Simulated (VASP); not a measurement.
SiC:

```
CELL_PARAMETERS angstrom
3.07536 0.00000 0.00000
-1.53768 2.66334 0.00000
0.00000 0.00000 5.04811
ATOMIC_POSITIONS crystal
Si 0.33333 0.66667 0.99959
Si 0.66667 0.33333 0.49959
C 0.33333 0.66667 0.37541
C 0.66667 0.33333 0.87541
```

Program: VASP 6.6.1. Alike in all runs: level PBE; potentials or basis VASP PAW PBE potentials, release 64 (Si, C); no spin polarisation; cell as given; cutoff (eV) 520. Hardware: 1 thread of Intel Xeon 8259CL, on a shared host.

**Question.** Order these runs on this cell by their wall time, lowest first.
A. task single point; k mesh 12 × 12 × 6; smearing fermi-dirac 0.02 eV
B. task dielectric tensor; k mesh 9 × 9 × 4; smearing gaussian 0.01 eV
C. task single point; k mesh 6 × 6 × 4; smearing gaussian 0.01 eV

**Answer.** C (20 s), A (70 s), B (300 s).
